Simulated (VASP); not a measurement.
# Si8Ni3 in VASP: notebook

Runs on Si8Ni3. Level: PBEsol. Tasks: single point.

Everything below comes from runs of VASP 6.6.1. Logs are shortened: lines on timing, memory, paths and dates and some standing lists are left out, and cuts for length are marked.

**1. The cell of the first run**

The cell holds a slab with vacuum, 11 atoms: a = 3.812 Å, b = 3.812 Å, c = 25.895 Å, α = 90.00°, β = 90.00°, γ = 120.00°.

**2. Single point, PBEsol**

Input file INCAR:

```
SYSTEM = Si8Ni3
PREC = Accurate
ENCUT = 520
EDIFF = 1E-7
ISMEAR = 0
SIGMA = 0.1
LREAL = .FALSE.
LASPH = .TRUE.
NELM = 80
ALGO = Normal
ISIF = 2
LWAVE = .FALSE.
LCHARG = .TRUE.
LDIPOL = .TRUE.
IDIPOL = 3
DIPOL = 0.5 0.5 0.500
GGA = PS
LELF = .TRUE.
LVHAR = .TRUE.
LVACPOTAV = .TRUE.
NBANDS = 42
```

Input file KPOINTS:

```
Automatic mesh
0
G
  9 9 1
  0 0 0
```

Input file POSCAR:

```
Si8Ni3
1.0
    3.8123023599      0.0000000000      0.0000000000
   -1.9061511800      3.3015506906      0.0000000000
    0.0000000000      0.0000000000     25.8945614482
Si Ni
8 3
Direct
    0.6666666667      0.3333333333      0.2896361081
    0.0000000000      0.0000000000      0.3497400772
    0.3333333333      0.6666666667      0.4098440463
    0.6666666667      0.3333333333      0.4699480154
    0.0000000000      0.0000000000      0.5300519846
    0.3333333333      0.6666666667      0.5901559537
    0.6666666667      0.3333333333      0.6502599228
    0.0000000000      0.0000000000      0.7103638919
    0.6666666667      0.3333333333      0.3797920618
    0.3333333333      0.6666666667      0.5000000000
    0.0000000000      0.0000000000      0.6202079382
```

Potentials or basis: VASP PAW PBE potentials, release 64 (Si, Ni).

Command:

```
> cat potpaw_PBE.64/Si/POTCAR potpaw_PBE.64/Ni/POTCAR > POTCAR
> mpirun -np 1 vasp_std > vasp.out
```

OUTCAR:

```text
SYSTEM = Si8Ni3
   PREC = Accurate
   ENCUT = 520
   EDIFF = 1E-7
   ISMEAR = 0
   LREAL = .FALSE.
   LASPH = .TRUE.
   NELM = 80
   ISIF = 2
   GGA = PS

 ion  position               nearest neighbor table
   1  0.667  0.333  0.290-   9 2.33   2 2.70   2 2.70   2 2.70
   2  0.000  0.000  0.350-   9 2.33   9 2.33   9 2.33   3 2.70   1 2.70   3 2.70   1 2.70   3 2.70
                             1 2.70
   3  0.333  0.667  0.410-   9 2.33   9 2.33   9 2.33  10 2.33   4 2.70   4 2.70   2 2.70   2 2.70
                             2 2.70   4 2.70
   4  0.667  0.333  0.470-   9 2.33  10 2.33  10 2.33  10 2.33   3 2.70   3 2.70   3 2.70   5 2.70
                             5 2.70   5 2.70
   5  0.000  0.000  0.530-  11 2.33  10 2.33  10 2.33  10 2.33   6 2.70   6 2.70   6 2.70   4 2.70
                             4 2.70   4 2.70
   6  0.333  0.667  0.590-  11 2.33  11 2.33  11 2.33  10 2.33   7 2.70   7 2.70   5 2.70   5 2.70
                             5 2.70   7 2.70
   7  0.667  0.333  0.650-  11 2.33  11 2.33  11 2.33   6 2.70   6 2.70   8 2.70   8 2.70   8 2.70
                             6 2.70
   8  0.000  0.000  0.710-  11 2.33   7 2.70   7 2.70   7 2.70
   9  0.667  0.333  0.380-   4 2.33   3 2.33   3 2.33   3 2.33   2 2.33   2 2.33   2 2.33   1 2.33

  10  0.333  0.667  0.500-   4 2.33   4 2.33   5 2.33   5 2.33   5 2.33   4 2.33   3 2.33   6 2.33

  11  0.000  0.000  0.620-   5 2.33   6 2.33   6 2.33   6 2.33   7 2.33   7 2.33   7 2.33   8 2.33

  LATTYP: Found a hexagonal cell.
 ALAT       =     3.8123023599
 C/A-ratio  =     6.7923682341

  Lattice vectors:

 A1 = (   3.8123023599,   0.0000000000,   0.0000000000)
 A2 = (  -1.9061511800,   3.3015506906,   0.0000000000)
 A3 = (   0.0000000000,   0.0000000000,  25.8945614482)

Analysis of symmetry for initial positions (statically):
=====================================================================
 Subroutine PRICEL returns:
 Original cell was already a primitive cell.

 Routine SETGRP: Setting up the symmetry group for a
 hexagonal supercell.

 Subroutine GETGRP returns: Found 12 space group operations
 (whereof  6 operations were pure point group operations)
 out of a pool of 24 trial point group operations.

The static configuration has the point symmetry C_3v.
 The point group associated with its full space group is D_3d.

Analysis of symmetry for dynamics (positions and initial velocities):
=====================================================================
 Subroutine PRICEL returns:
 Original cell was already a primitive cell.

 Routine SETGRP: Setting up the symmetry group for a
 hexagonal supercell.

 Subroutine GETGRP returns: Found 12 space group operations
 (whereof  6 operations were pure point group operations)
 out of a pool of 24 trial point group operations.

The dynamic configuration has the point symmetry C_3v.
 The point group associated with its full space group is D_3d.

 Subroutine INISYM returns: Found 12 space group operations
 (whereof  6 operations are pure point group operations),
 and found     1 'primitive' translations

----------------------------------------------------------------------------------------

                                     Primitive cell

  volume of cell :     325.9221

  direct lattice vectors                    reciprocal lattice vectors
     3.812302360  0.000000000  0.000000000     0.262308680  0.151443987  0.000000000
    -1.906151180  3.301550691  0.000000000     0.000000000  0.302887974  0.000000000
     0.000000000  0.000000000 25.894561448     0.000000000  0.000000000  0.038618148

  length of vectors
     3.812302360  3.812302360 25.894561448     0.302887974  0.302887974  0.038618148

  position of ions in fractional coordinates (direct lattice)
     0.666666667  0.333333333  0.289636108
     0.000000000  0.000000000  0.349740077
     0.333333333  0.666666667  0.409844046
     0.666666667  0.333333333  0.469948015
     0.000000000  0.000000000  0.530051985
     0.333333333  0.666666667  0.590155954
     0.666666667  0.333333333  0.650259923
     0.000000000  0.000000000  0.710363892
     0.666666667  0.333333333  0.379792062
     0.333333333  0.666666667  0.500000000
     0.000000000  0.000000000  0.620207938

  ion indices of the primitive-cell ions
   primitive index   ion index
                 1           1
                 2           2
                 3           3
                 4           4
[... 24 lines left out ...]
     0.033654219  0.033654219  0.038618148

  Shift w.r.t. Gamma in fractional coordinates (k-lattice)
     0.000000000  0.000000000  0.000000000

 Subroutine IBZKPT returns following result:
 ===========================================

 Found     12 irreducible k-points:

 Following reciprocal coordinates:
            Coordinates               Weight
  0.000000  0.000000  0.000000      1.000000
  0.111111  0.000000  0.000000      6.000000
  0.222222  0.000000  0.000000      6.000000
  0.333333  0.000000  0.000000      6.000000
  0.444444  0.000000  0.000000      6.000000
  0.111111  0.111111  0.000000      6.000000
  0.222222  0.111111  0.000000     12.000000
  0.333333  0.111111  0.000000     12.000000
  0.444444  0.111111  0.000000      6.000000
  0.222222  0.222222  0.000000      6.000000
  0.333333  0.222222  0.000000     12.000000
  0.333333  0.333333  0.000000      2.000000
   k-points           NKPTS =     12   k-points in BZ     NKDIM =     12   number of bands    NBANDS=     42
   number of dos      NEDOS =    301   number of ions     NIONS =     11
   total plane-waves  NPLWV = 153664
   dimension x,y,z NGX =    28 NGY =   28 NGZ =  196
   dimension x,y,z NGXF=    56 NGYF=   56 NGZF=  392
   ions per type =               8   3
   NGX,Y,Z   is equivalent  to a cutoff of  12.21, 12.21, 12.58 a.u.
   NGXF,Y,Z  is equivalent  to a cutoff of  24.42, 24.42, 25.17 a.u.
 SYSTEM =  Si8Ni3
   PREC   = accura    normal or accurate (medium, high low for compatibility)
   ISTART =      0    job   : 0-new  1-cont  2-samecut
   ICHARG =      2    charge: 1-file 2-atom 10-const
   ISPIN  =      1    spin polarized calculation?
   LNONCOLLINEAR =      F non collinear calculations
   LSORBIT =      F    spin-orbit coupling
   LASPH  =      T    aspherical Exc in radial PAW
   ENCUT  =  520.0 eV  38.22 Ry    6.18 a.u.   7.09  7.09 48.15*2*pi/ulx,y,z
   NELM   =     80;   NELMIN=  2; NELMDL= -5     # of ELM steps
   EDIFF  = 0.1E-06   stopping-criterion for ELM
   LREAL  =      F    real-space projection
   EDIFFG = 0.1E-05   stopping-criterion for IOM
   NSW    =      0    number of steps for IOM
   IBRION =     -1    ionic relax: 0-MD 1-quasi-New 2-CG
   NFREE  =      0    steps in history (QN), initial steepest desc. (CG)
   ISIF   =      2    stress and relaxation
   ISYM   =      2    0-nonsym 1-usesym 2-fastsym
   POTIM  = 0.5000    time-step for ionic-motion
   TEBEG  =    0.0;   TEEND  =   0.0 temperature during run
   PSTRESS=    0.0 pullay stress
   NELECT =      62.0000    total number of electrons
   NUPDOWN=      -1.0000    fix difference up-down
   EMIN   =  10.00;   EMAX   =-10.00  energy-range for DOS
   EFERMI =   0.00;   METHOD = LEGACY
   ISMEAR =     0;   SIGMA  =   0.10  broadening in eV -4-tet -1-fermi 0-gaus
   EFERMI_NEDOS =   21; number of points for ismear=-14 and -15
   IALGO  =     38    algorithm
   IMIX   =      4    mixing-type and parameters
     AMIX     =   0.40;   BMIX     =  1.00
     AMIX_MAG =   1.60;   BMIX_MAG =  1.00
  volume/ion in A,a.u.               =      29.63       199.95
  Fermi-wavevector in a.u.,A,eV,Ry     =   0.941530  1.779233 12.061272  0.886479
  Thomas-Fermi vector in A             =   2.069050
   LORBIT       =      0    0 simple, 1 ext, 2 COOP (PROOUT), +10 PAW based schemes
   GGA     = PS    functional components
   LHFCALC =     F    Hartree Fock is set to
   AEXX    =    0.0000 exact exchange contribution
   IVDW    =     0    specifies the selected vdW correction
   LEPSILON=     F    determine dielectric tensor
   LRPA    =     F    only Hartree local field effects (RPA)
 non-spin polarized calculation
 Gauss-broadening in eV      SIGMA  =   0.10
  energy-cutoff  :      520.00
  volume of cell :      325.92
 maximum number of plane-waves:      8835
   NGX = 15   NGY = 15   NGZ = 97

 dipolmoment           0.000000      0.000000      0.000000 electrons x Angstroem

 number of electron      61.9999985 magnetization

 dipolmoment           0.000000      0.000000     -0.000001 electrons x Angstroem

 Free energy of the ion-electron system (eV)
  ---------------------------------------------------
  ext. energy  EPLUGINS =         0.00000000
  ---------------------------------------------------
  free energy    TOTEN  =       -65.78974718 eV

  energy without entropy =      -65.77570645  energy(sigma->0) =      -65.78272682

 E-fermi :   1.9142     XC(G=0):  -6.1152

 val. band max:        1.8643796412   @ k =   0.2222   0.2222   0.0000
 cond. band min:       1.9574894494   @ k =   0.4444   0.0000   0.0000
 fundamental gap:      0.0931098083
 Fermi energy:         1.9141649210

 k-point     1 :       0.0000    0.0000    0.0000
  band No.  band energies     occupation
      1     -11.6941      2.00000
      2     -10.8652      2.00000
      3      -9.7264      2.00000
      4      -7.9365      2.00000
      5      -6.6606      2.00000
      6      -5.1685      2.00000
[... 529 lines left out ...]
     41       6.2939      0.00000
     42       7.1914      0.00000

------------------------ aborting loop because EDIFF is reached ----------------------------------------

  FORCE on cell =-STRESS in cart. coord.  units (eV):
  Direction    XX          YY          ZZ          XY          YZ          ZX
  --------------------------------------------------------------------------------------
  -------------------------------------------------------------------------------------
  Total       -6.5017021     -6.5017021      1.3392523      0.0000000      0.0000000      0.0000000
  in kB      -31.9612518    -31.9612518      6.5835344      0.0000000      0.0000000      0.0000000
  external PRESSURE =     -19.1129897 kB  Pullay stress =       0.0000000 kB

 VOLUME and BASIS-vectors are now :
 -----------------------------------------------------------------------------
  energy-cutoff  :      520.00
  volume of cell :      325.92
      direct lattice vectors                 reciprocal lattice vectors
     3.812302360  0.000000000  0.000000000     0.262308680  0.151443987  0.000000000
    -1.906151180  3.301550691  0.000000000     0.000000000  0.302887974  0.000000000
     0.000000000  0.000000000 25.894561448     0.000000000  0.000000000  0.038618148

 POSITION                                       TOTAL-FORCE (eV/Angst)
 -----------------------------------------------------------------------------------
      1.90615      1.10052      7.50000         0.000000     -0.000000      0.229174
      0.00000      0.00000      9.05637         0.000000      0.000000     -1.128084
     -0.00000      2.20103     10.61273        -0.000000     -0.000000      0.174713
      1.90615      1.10052     12.16910        -0.000000     -0.000000     -0.134554
      0.00000      0.00000     13.72546         0.000000      0.000000      0.134554
     -0.00000      2.20103     15.28183        -0.000000      0.000000     -0.174713
      1.90615      1.10052     16.83820         0.000000     -0.000000      1.128084
      0.00000      0.00000     18.39456        -0.000000      0.000000     -0.229174
      1.90615      1.10052      9.83455        -0.000000      0.000000      0.692837
     -0.00000      2.20103     12.94728         0.000000     -0.000000      0.000000
      0.00000      0.00000     16.06001         0.000000      0.000000     -0.692837
 -----------------------------------------------------------------------------------
    total drift:                               -0.000000     -0.000000     -0.000056

  FREE ENERGIE OF THE ION-ELECTRON SYSTEM (eV)
  ---------------------------------------------------
  free  energy   TOTEN  =       -65.7897471807 eV

  energy  without entropy=      -65.7757064530  energy(sigma->0) =      -65.78272682

 vacuum level on the upper side and lower side of the slab         6.913         6.913
```

Run time: 13 min. Hardware: 1 thread of Intel Xeon 8259CL, shared host; peak memory 0.47 GiB.

Results:

```yaml
Free_energy: -65.7897 eV
Largest_force: 1.128 eV/Å
Band_gap_on_the_k_mesh: zero (bands 31 and 32 overlap by 2.18 eV)
```

Forces in eV/Å, atoms in the order of the input:
```
Si   0.000  0.000  0.229
Si   0.000  0.000 -1.128
Si   0.000  0.000  0.175
Si   0.000  0.000 -0.135
Si   0.000  0.000  0.135
Si   0.000  0.000 -0.175
Si   0.000  0.000  1.128
Si   0.000  0.000 -0.229
Ni   0.000  0.000  0.693
Ni   0.000  0.000  0.000
Ni   0.000  0.000 -0.693
```

Caveat: the PAW data sets were made with another functional, which shifts forces and pressure a little.

**3. Single point, PBEsol**

Input file INCAR:

```
PREC = Accurate
ENCUT = 520
EDIFF = 1E-7
ISMEAR = 0
SIGMA = 0.1
LREAL = False
LASPH = True
NELM = 80
ALGO = Normal
ISIF = 2
LWAVE = False
LCHARG = False
LDIPOL = True
IDIPOL = 3
DIPOL = 0.5 0.5 0.500
GGA = PS
NBANDS = 42
```

Input file KPOINTS:

```
Automatic mesh
0
Gamma
  9 9 1
```

Input file POSCAR:

```
Si8Ni3
1.0
    3.8123023599      0.0000000000      0.0000000000
   -1.9061511800      3.3015506906      0.0000000000
    0.0000000000      0.0000000000     25.8945614482
Si Ni
8 3
Direct
    0.6666666667      0.3333333333      0.2892213516
    0.0000000000      0.0000000000      0.3390212846
    0.3333333333      0.6666666667      0.4096068201
    0.6666666667      0.3333333333      0.4685137908
    0.0000000000      0.0000000000      0.5314862093
    0.3333333333      0.6666666667      0.5903931827
    0.6666666667      0.3333333333      0.6609787111
    0.0000000000      0.0000000000      0.7107786492
    0.6666666667      0.3333333333      0.3799410663
    0.3333333333      0.6666666667      0.5000000010
    0.0000000000      0.0000000000      0.6200589332
```

Potentials or basis: VASP PAW PBE potentials, release 64 (Si, Ni).

Command:

```
> cat potpaw_PBE.64/Si/POTCAR potpaw_PBE.64/Ni/POTCAR > POTCAR
> mpirun -np 1 vasp_std > vasp.out
```

Run time: 12 min. Hardware: 1 thread of Intel Xeon 8259CL, shared host; peak memory 0.44 GiB.

The run converged. Its results:

| Item | Value |
| --- | --- |
| Free energy | -66.0872 eV |
| Largest force | 0.024 eV/Å |
| Band gap on the k mesh | zero (bands 31 and 32 overlap by 2.34 eV) |

Forces on the atoms (eV/Å):
```
Si   0.000  0.000  0.017
Si   0.000  0.000 -0.011
Si   0.000  0.000 -0.004
Si   0.000  0.000  0.011
Si   0.000  0.000 -0.011
Si   0.000  0.000  0.004
Si   0.000  0.000  0.011
Si   0.000  0.000 -0.017
Ni   0.000  0.000 -0.024
Ni   0.000  0.000  0.000
Ni   0.000  0.000  0.024
```

Levels at points of the mesh, in eV from the Fermi level:
| k point | band 27 | band 28 | band 29 | band 30 | band 31 | band 32 | band 33 | band 34 | band 35 | band 36 |
| --- | --- | --- | --- | --- | --- | --- | --- | --- | --- | --- |
| (0.00, 0.00, 0.00) | -0.21 | 0.70 | 0.70 | 0.92 | 1.20 | 1.64 | 1.67 | 1.67 | 2.11 | 2.42 |

Caveat: the PAW data sets were made with another functional, which shifts forces and pressure a little. Spin polarisation is off, so any magnetic state and its effect on volume and gap are missing.

**4. Single point, PBEsol**

This run uses another cell than the first one.

Input file INCAR:

```
PREC = Accurate
ENCUT = 520
EDIFF = 1E-6
ISMEAR = 0
SIGMA = 0.1
LREAL = F
LASPH = T
NELM = 100
ALGO = Normal
ISIF = 2
LWAVE = F
LCHARG = F
LDIPOL = T
IDIPOL = 3
DIPOL = 0.5 0.5 0.500
GGA = PS
NBANDS = 42
```

Input file KPOINTS:

```
regular mesh
0
Gamma
  9 9 1
```

Input file POSCAR:

```
Si8Ni3
1.0
    3.8123023599      0.0000000000      0.0000000000
   -1.9061511800      3.3015506906      0.0000000000
    0.0000000000      0.0000000000     32.8945614482
Si Ni
8 3
Direct
    0.6666666667      0.3333333333      0.3344017830
    0.0000000000      0.0000000000      0.3817155593
    0.3333333333      0.6666666667      0.4290293356
    0.6666666667      0.3333333333      0.4763431119
    0.0000000000      0.0000000000      0.5236568881
    0.3333333333      0.6666666667      0.5709706644
    0.6666666667      0.3333333333      0.6182844407
    0.0000000000      0.0000000000      0.6655982170
    0.6666666667      0.3333333333      0.4053724474
    0.3333333333      0.6666666667      0.5000000000
    0.0000000000      0.0000000000      0.5946275526
```

Command:

```
> cat potpaw_PBE.64/Si/POTCAR potpaw_PBE.64/Ni/POTCAR > POTCAR
> mpirun -np 1 vasp_std > vasp.out
```

It took 15 min on 1 thread of Intel Xeon 8259CL, shared host; peak memory 0.55 GiB.

Results (log left out):

```yaml
Free_energy: -65.7886 eV
Largest_force: 1.128 eV/Å
Band_gap_on_the_k_mesh: zero (bands 31 and 32 overlap by 2.18 eV)
```

Forces in eV/Å, atoms in the order of the input:
```
Si   0.000  0.000  0.229
Si   0.000  0.000 -1.128
Si   0.000  0.000  0.175
Si   0.000  0.000 -0.134
Si   0.000  0.000  0.134
Si   0.000  0.000 -0.175
Si   0.000  0.000  1.128
Si   0.000  0.000 -0.229
Ni   0.000  0.000  0.693
Ni   0.000  0.000  0.000
Ni   0.000  0.000 -0.693
```

Levels at points of the mesh, in eV from the Fermi level:
```csv
k point,band 29,band 30,band 31,band 32,band 33,band 34
"(0.00, 0.00, 0.00)",0.79,0.79,1.23,1.34,1.69,1.69
```

Caveat: the PAW data sets were made with another functional, which shifts forces and pressure a little.

**5. Overview**

```tsv
cell	gap on the mesh (eV)	largest force (eV/Å)
a = 3.812, b = 3.812, c = 25.895 Å, angles 90.0, 90.0, 120.0°, 11 atoms, atomic positions A	none	1.13
a = 3.812, b = 3.812, c = 25.895 Å, angles 90.0, 90.0, 120.0°, 11 atoms, atomic positions B	none	0.02
a = 3.812, b = 3.812, c = 32.895 Å, angles 90.0, 90.0, 120.0°, 11 atoms, atomic positions A	none	1.13
```

Alike in all rows: task single point; level PBEsol; potentials or basis VASP PAW PBE potentials, release 64 (Si, Ni); no spin polarisation; k mesh 9 × 9 × 1; cutoff (eV) 520; smearing gaussian 0.1 eV.

Caveats: the PAW data sets were made with another functional, which shifts forces and pressure a little.

Total energies depend on the potentials used, so only differences within one code and one set of settings carry meaning.
